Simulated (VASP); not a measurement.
# Ti3Al (P-6m2) in VASP: notebook, part 2 of 2

VASP 6.6.1. The steps go on from the part before.

## (3) Single point, PBEsol

This run uses another cell than the first one, of the same volume but with other edges.

Contents of INCAR:

```
PREC = Accurate
ENCUT = 520
EDIFF = 1E-6
ISMEAR = 0
SIGMA = 0.15
LREAL = F
LASPH = T
NELM = 60
ALGO = Fast
ISIF = 2
LWAVE = F
LCHARG = F
GGA = PS
NBANDS = 28
```

Contents of KPOINTS:

```
Automatic mesh
0
Gamma
  15 15 6
```

Contents of POSCAR:

```
Ti3Al
1.0
    2.9770768115      0.0000000000      0.0000000000
   -1.4885384057      2.5782241478      0.0000000000
    0.0000000000      0.0000000000      8.6442402299
Ti Al
3 1
Direct
    0.6666666667      0.3333333333      0.0000000000
    0.3333333333      0.6666666667      0.7402302947
    0.3333333333      0.6666666667      0.2597697053
    0.6666666667      0.3333333333      0.5000000000
```

Potentials or basis: VASP PAW PBE potentials, release 64 (Ti_sv, Al).

Run with:

```bash
cat potpaw_PBE.64/Ti_sv/POTCAR potpaw_PBE.64/Al/POTCAR > POTCAR
mpirun -np 1 vasp_std > vasp.out
```

OUTCAR:

```text
PREC = Accurate
   ENCUT = 520
   EDIFF = 1E-6
   ISMEAR = 0
   LREAL = F
   LASPH = T
   NELM = 60
   ISIF = 2
   GGA = PS

 ion  position               nearest neighbor table
   1  0.667  0.333  0.000-   2 2.83   3 2.83   2 2.83   3 2.83   2 2.83   3 2.83
   2  0.333  0.667  0.740-   4 2.70   4 2.70   4 2.70   1 2.83   1 2.83   1 2.83
   3  0.333  0.667  0.260-   4 2.70   4 2.70   4 2.70   1 2.83   1 2.83   1 2.83
   4  0.667  0.333  0.500-   2 2.70   3 2.70   2 2.70   3 2.70   2 2.70   3 2.70

  LATTYP: Found a hexagonal cell.
 ALAT       =     2.9770768115
 C/A-ratio  =     2.9036000000

  Lattice vectors:

 A1 = (   2.9770768115,   0.0000000000,   0.0000000000)
 A2 = (  -1.4885384057,   2.5782241478,   0.0000000000)
 A3 = (   0.0000000000,   0.0000000000,   8.6442402299)

Analysis of symmetry for initial positions (statically):
=====================================================================
 Subroutine PRICEL returns:
 Original cell was already a primitive cell.

 Routine SETGRP: Setting up the symmetry group for a
 hexagonal supercell.

[... 170 lines left out ...]
  energy without entropy =      -29.32817549  energy(sigma->0) =      -29.34998150

 E-fermi :   8.1488     XC(G=0): -11.4548

 val. band max:        8.1432983848   @ k =   0.2000   0.1333   0.5000
 cond. band min:       8.1487942538   @ k =   0.2000  -0.0000   0.0000
 fundamental gap:      0.0054958690
 Fermi energy:         8.1487876655

 k-point     1 :       0.0000    0.0000    0.0000
  band No.  band energies     occupation
      1     -48.3309      2.00000
      2     -48.1973      2.00000
      3     -48.1702      2.00000
      4     -24.9560      2.00000
      5     -24.6369      2.00000
      6     -24.4137      2.00000
[... 733 lines left out ...]
     27      11.3029      0.00000
     28      11.7115      0.00000

 [... further k-points ...]

------------------------ aborting loop because EDIFF is reached ----------------------------------------

  FORCE on cell =-STRESS in cart. coord.  units (eV):
  Direction    XX          YY          ZZ          XY          YZ          ZX
  --------------------------------------------------------------------------------------
  -------------------------------------------------------------------------------------
  Total       -1.3389792     -1.3389792      4.1706312     -0.0000000      0.0000000     -0.0000000
  in kB      -32.3330637    -32.3330637    100.7105180     -0.0000000      0.0000000     -0.0000000
  external PRESSURE =      12.0147969 kB  Pullay stress =       0.0000000 kB

 VOLUME and BASIS-vectors are now :
 -----------------------------------------------------------------------------
  energy-cutoff  :      520.00
  volume of cell :       66.35
      direct lattice vectors                 reciprocal lattice vectors
     2.977076811  0.000000000  0.000000000     0.335899966  0.193931936  0.000000000
    -1.488538406  2.578224148  0.000000000     0.000000000  0.387863872  0.000000000
     0.000000000  0.000000000  8.644240230     0.000000000  0.000000000  0.115683967

 POSITION                                       TOTAL-FORCE (eV/Angst)
 -----------------------------------------------------------------------------------
      1.48854      0.85941      0.00000         0.000000     -0.000000      0.000000
     -0.00000      1.71882      6.39873        -0.000000      0.000000      1.020823
     -0.00000      1.71882      2.24551        -0.000000      0.000000     -1.020823
      1.48854      0.85941      4.32212        -0.000000      0.000000      0.000000
 -----------------------------------------------------------------------------------
    total drift:                                0.000000     -0.000000      0.000000

  FREE ENERGIE OF THE ION-ELECTRON SYSTEM (eV)
  ---------------------------------------------------
  free  energy   TOTEN  =       -29.3717875158 eV

  energy  without entropy=      -29.3281754908  energy(sigma->0) =      -29.34998150
```

OSZICAR:

```text
N       E                     dE             d eps       ncg     rms          rms(c)
DAV:   1     0.469330374465E+03    0.46933E+03   -0.19458E+04  6056   0.163E+03
DAV:   2     0.241287818933E+02   -0.44520E+03   -0.43674E+03  6104   0.499E+02
DAV:   3    -0.280960202925E+02   -0.52225E+02   -0.51006E+02 10460   0.144E+02
[... 35 lines left out ...]
RMM:  39    -0.293717832322E+02   -0.14809E-05   -0.18423E-05  6202   0.137E-02    0.201E-03
RMM:  40    -0.293717847670E+02   -0.15348E-05   -0.18223E-05  6135   0.124E-02    0.198E-03
RMM:  41    -0.293717858028E+02   -0.10358E-05   -0.12706E-05  5903   0.114E-02    0.191E-03
RMM:  42    -0.293717868027E+02   -0.99988E-06   -0.11992E-05  6298   0.109E-02    0.105E-03
RMM:  43    -0.293717875158E+02   -0.71311E-06   -0.90286E-06  5596   0.980E-03
   1 F= -.29371788E+02 E0= -.29349982E+02  d E =-.436120E-01
```

Run time: 4 min. Hardware: 1 thread of Intel Xeon 6975P-C (Granite Rapids), shared host; peak memory 0.31 GiB.

What came out:

* Free energy: -29.3718 eV
* Pressure: 1.2 GPa
* Largest force: 1.021 eV/Å
* Band gap on the k mesh: zero (an odd number of electrons rules out a gap without spin polarisation)

Forces in eV/Å, atoms in the order of the input:
```
Ti   0.000  0.000  0.000
Ti   0.000  0.000  1.021
Ti   0.000  0.000 -1.021
Al   0.000  0.000  0.000
```

Caveat: the PAW data sets were made with another functional, which shifts forces and pressure a little.

## (4) Single point, PBEsol

This run uses another cell than the first one, of the same volume but with other edges.

Contents of INCAR:

```
SYSTEM = Ti3Al
ALGO = Fast ; EDIFF = 1E-6
ENCUT = 520 ; GGA = PS
ISIF = 2 ; ISMEAR = 0
LASPH = .True. ; LCHARG = .False.
LREAL = .False. ; LWAVE = .False.
NBANDS = 28 ; NELM = 100
PREC = Accurate ; SIGMA = 0.15
```

Contents of KPOINTS:

```
k-points
0
Gamma
  15 15 6
  0 0 0
```

Contents of POSCAR:

```
Ti3Al
1.0
    2.8457574275      0.0000000000      0.0000000000
   -1.4228787137      2.4644982252      0.0000000000
    0.0000000000      0.0000000000      9.4604359920
Ti Al
3 1
Direct
    0.6666666667      0.3333333333      0.0000000000
    0.3333333333      0.6666666667      0.7675875759
    0.3333333333      0.6666666667      0.2324124241
    0.6666666667      0.3333333333      0.5000000000
```

Potentials or basis: VASP PAW PBE potentials, release 64 (Ti_sv, Al).

Run with:

```bash
cat potpaw_PBE.64/Ti_sv/POTCAR potpaw_PBE.64/Al/POTCAR > POTCAR
mpirun -np 1 vasp_std > vasp.out
```

OUTCAR:

```text
SYSTEM = Ti3Al
   EDIFF = 1E-6
   ENCUT = 520
   GGA = PS
   ISIF = 2
   ISMEAR = 0
   LASPH = .True.
   LREAL = .False.
   NELM = 100
   PREC = Accurate

 ion  position               nearest neighbor table
   1  0.667  0.333  0.000-   2 2.74   3 2.74   2 2.74   3 2.74   2 2.74   3 2.74
   2  0.333  0.667  0.768-   1 2.74   1 2.74   1 2.74   4 3.02   4 3.02   4 3.02
   3  0.333  0.667  0.232-   1 2.74   1 2.74   1 2.74   4 3.02   4 3.02   4 3.02
   4  0.667  0.333  0.500-   2 3.02   3 3.02   2 3.02   3 3.02   2 3.02   3 3.02

  LATTYP: Found a hexagonal cell.
 ALAT       =     2.8457574275
 C/A-ratio  =     3.3244000000

  Lattice vectors:

 A1 = (   2.8457574275,   0.0000000000,   0.0000000000)
 A2 = (  -1.4228787137,   2.4644982252,   0.0000000000)
 A3 = (   0.0000000000,   0.0000000000,   9.4604359920)

Analysis of symmetry for initial positions (statically):
=====================================================================
 Subroutine PRICEL returns:
 Original cell was already a primitive cell.

 Routine SETGRP: Setting up the symmetry group for a
 hexagonal supercell.

 Subroutine GETGRP returns: Found 12 space group operations
 (whereof 12 operations were pure point group operations)
 out of a pool of 24 trial point group operations.

The static configuration has the point symmetry D_3h.

Analysis of symmetry for dynamics (positions and initial velocities):
=====================================================================
 Subroutine PRICEL returns:
 Original cell was already a primitive cell.

 Routine SETGRP: Setting up the symmetry group for a
 hexagonal supercell.

 Subroutine GETGRP returns: Found 12 space group operations
 (whereof 12 operations were pure point group operations)
 out of a pool of 24 trial point group operations.

The dynamic configuration has the point symmetry D_3h.

 Subroutine INISYM returns: Found 12 space group operations
 (whereof 12 operations are pure point group operations),
[... 120 lines left out ...]
     AMIX_MAG =   1.60;   BMIX_MAG =  1.00
  volume/ion in A,a.u.               =      16.59       111.94
  Fermi-wavevector in a.u.,A,eV,Ry     =   1.371357  2.591489 25.587388  1.880620
  Thomas-Fermi vector in A             =   2.497061
   LORBIT       =      0    0 simple, 1 ext, 2 COOP (PROOUT), +10 PAW based schemes
   GGA     = PS    functional components
   LHFCALC =     F    Hartree Fock is set to
   AEXX    =    0.0000 exact exchange contribution
   IVDW    =     0    specifies the selected vdW correction
   LEPSILON=     F    determine dielectric tensor
   LRPA    =     F    only Hartree local field effects (RPA)
 non-spin polarized calculation
 RMM-DIIS sequential band-by-band and
 Gauss-broadening in eV      SIGMA  =   0.15
  energy-cutoff  :      520.00
  volume of cell :       66.35
 maximum number of plane-waves:      1813
 NGX is ok and might be reduce to    24

 number of electron      39.0000004 magnetization

 Free energy of the ion-electron system (eV)
  ---------------------------------------------------
  ext. energy  EPLUGINS =         0.00000000
  ---------------------------------------------------
  free energy    TOTEN  =       -29.38402268 eV

  energy without entropy =      -29.33670164  energy(sigma->0) =      -29.36036216

 E-fermi :   8.2761     XC(G=0): -11.4358

 val. band max:        8.2754208792   @ k =   0.2667   0.2000   0.0000
 cond. band min:       8.2764427388   @ k =   0.2667   0.1333   0.3333
 fundamental gap:      0.0010218596
 Fermi energy:         8.2760729009

 k-point     1 :       0.0000    0.0000    0.0000
  band No.  band energies     occupation
      1     -48.1741      2.00000
      2     -48.1416      2.00000
      3     -47.9189      2.00000
      4     -24.8708      2.00000
      5     -24.5842      2.00000
      6     -24.1254      2.00000
[... 733 lines left out ...]
     27      11.3683      0.00000
     28      11.9261      0.00000

 [... further k-points ...]

------------------------ aborting loop because EDIFF is reached ----------------------------------------

  FORCE on cell =-STRESS in cart. coord.  units (eV):
  Direction    XX          YY          ZZ          XY          YZ          ZX
  --------------------------------------------------------------------------------------
  -------------------------------------------------------------------------------------
  Total        1.7953622      1.7953622     -1.8572232      0.0000000      0.0000000      0.0000000
  in kB       43.3535957     43.3535957    -44.8473864      0.0000000      0.0000000      0.0000000
  external PRESSURE =      13.9532683 kB  Pullay stress =       0.0000000 kB

 VOLUME and BASIS-vectors are now :
 -----------------------------------------------------------------------------
  energy-cutoff  :      520.00
  volume of cell :       66.35
      direct lattice vectors                 reciprocal lattice vectors
     2.845757428  0.000000000  0.000000000     0.351400295  0.202881055  0.000000000
    -1.422878714  2.464498225  0.000000000     0.000000000  0.405762110  0.000000000
     0.000000000  0.000000000  9.460435992     0.000000000  0.000000000  0.105703374

 POSITION                                       TOTAL-FORCE (eV/Angst)
 -----------------------------------------------------------------------------------
      1.42288      0.82150      0.00000         0.000000     -0.000000      0.000000
     -0.00000      1.64300      7.26171        -0.000000      0.000000     -1.194869
     -0.00000      1.64300      2.19872        -0.000000      0.000000      1.194869
      1.42288      0.82150      4.73022         0.000000     -0.000000      0.000000
 -----------------------------------------------------------------------------------
    total drift:                                0.000000     -0.000000      0.000000

  FREE ENERGIE OF THE ION-ELECTRON SYSTEM (eV)
  ---------------------------------------------------
  free  energy   TOTEN  =       -29.3840226781 eV

  energy  without entropy=      -29.3367016432  energy(sigma->0) =      -29.36036216
```

stdout:

```text
POSCAR found type information on POSCAR TiAl
 POSCAR found :  2 types and       4 ions
 scaLAPACK will be used
 -----------------------------------------------------------------------------
|                                                                             |
|                                                                             |
[... 19 lines left out ...]
WARNING in EDDRMM: call to ZHEGV failed, returncode =   8  4     14
WARNING in EDDRMM: call to ZHEGV failed, returncode =   6  3     23
WARNING in EDDRMM: call to ZHEGV failed, returncode =   6  3     24
WARNING in EDDRMM: call to ZHEGV failed, returncode =   6  3     14
WARNING in EDDRMM: call to ZHEGV failed, returncode =   6  3     14
WARNING in EDDRMM: call to ZHEGV failed, returncode =   8  4      8
WARNING in EDDRMM: call to ZHEGV failed, returncode =   8  4     11
WARNING in EDDRMM: call to ZHEGV failed, returncode =   8  4     11
```

It took 5.3 min on 1 thread of Intel Xeon 6975P-C (Granite Rapids), shared host; peak memory 0.31 GiB.

Results:

* Free energy: -29.3840 eV
* Pressure: 1.4 GPa
* Largest force: 1.195 eV/Å
* Band gap on the k mesh: zero (an odd number of electrons rules out a gap without spin polarisation)

Forces on the atoms (eV/Å):
```
Ti   0.000  0.000  0.000
Ti   0.000  0.000 -1.195
Ti   0.000  0.000  1.195
Al   0.000  0.000  0.000
```

Caveat: the PAW data sets were made with another functional, which shifts forces and pressure a little.

## (5) Single point, PBEsol

Contents of INCAR:

```
SYSTEM = Ti3Al
  PREC = Accurate
  ENCUT = 520
  EDIFF = 1E-7
  ISMEAR = 0
  SIGMA = 0.15
  LREAL = .False.
  LASPH = .True.
  NELM = 100
  ALGO = Fast
  ISIF = 2
  LWAVE = .False.
  LCHARG = .False.
  GGA = PS
  NBANDS = 28
```

Contents of KPOINTS:

```
Automatic mesh
0
Gamma
  15 15 6
  0 0 0
```

Contents of POSCAR:

```
Ti3Al
1.0
    2.8954756449      0.0000000000      0.0000000000
   -1.4477378224      2.5075554645      0.0000000000
    0.0000000000      0.0000000000      9.1383350122
Ti Al
3 1
Direct
    0.6666666667      0.3333333333      0.0000000000
    0.3333333333      0.6666666667      0.7347588385
    0.3333333333      0.6666666667      0.2652411615
    0.6666666667      0.3333333333      0.5000000000
```

Run with:

```bash
cat potpaw_PBE.64/Ti_sv/POTCAR potpaw_PBE.64/Al/POTCAR > POTCAR
mpirun -np 1 vasp_std > vasp.out
```

It took 6.3 min on 1 thread of Intel Xeon 6975P-C (Granite Rapids), shared host; peak memory 0.31 GiB.

It converged, with:

| Quantity | Value |
| --- | --- |
| Free energy | -29.4576 eV |
| Pressure | 0.5 GPa |
| Largest force | 1.185 eV/Å |
| Band gap on the k mesh | zero (an odd number of electrons rules out a gap without spin polarisation) |

Forces on the atoms (eV/Å):
```
Ti   0.000  0.000  0.000
Ti   0.000  0.000  1.185
Ti   0.000  0.000 -1.185
Al   0.000  0.000  0.000
```

Stress tensor (GPa, compression positive):
```
-0.73  0.00  0.00
 0.00 -0.73  0.00
 0.00  0.00  3.05
```

Levels at points of the mesh, in eV from the Fermi level:
```tsv
k point	band 18	band 19	band 20	band 21	band 22	band 23
(0.00, 0.00, 0.00)	0.13	0.39	0.95	0.95	1.08	1.08
(0.00, 0.00, 0.50)	0.10	0.49	0.96	0.96	1.06	1.06
```

Caveat: the PAW data sets were made with another functional, which shifts forces and pressure a little.

## (6) Overview

| cell | further INCAR settings | gap on the mesh (eV) | pressure (GPa) | largest force (eV/Å) |
| --- | --- | --- | --- | --- |
| a = 2.922, b = 2.922, c = 8.975 Å, angles 90.0, 90.0, 120.0°, 4 atoms, atomic positions A | ALGO = Fast; EDIFF = 1e-06; NBANDS = 28 | none | 0.1 | 0.06 |
| a = 2.977, b = 2.977, c = 8.644 Å, angles 90.0, 90.0, 120.0°, 4 atoms, atomic positions B | ALGO = Fast; EDIFF = 1e-06; NBANDS = 28 | none | 1.2 | 1.02 |
| a = 2.846, b = 2.846, c = 9.460 Å, angles 90.0, 90.0, 120.0°, 4 atoms, atomic positions C | ALGO = Fast; EDIFF = 1e-06; NBANDS = 28 | none | 1.4 | 1.19 |
| a = 2.895, b = 2.895, c = 9.138 Å, angles 90.0, 90.0, 120.0°, 4 atoms, atomic positions D | ALGO = Fast; EDIFF = 1e-07; NBANDS = 28 | none | 0.5 | 1.18 |

Alike in all rows: task single point; level PBEsol; potentials or basis VASP PAW PBE potentials, release 64 (Ti_sv, Al); no spin polarisation; k mesh 15 × 15 × 6; cutoff (eV) 520; smearing gaussian 0.15 eV.

Caveats: the PAW data sets were made with another functional, which shifts forces and pressure a little.

Total energies depend on the potentials used, so only differences within one code and one set of settings carry meaning.
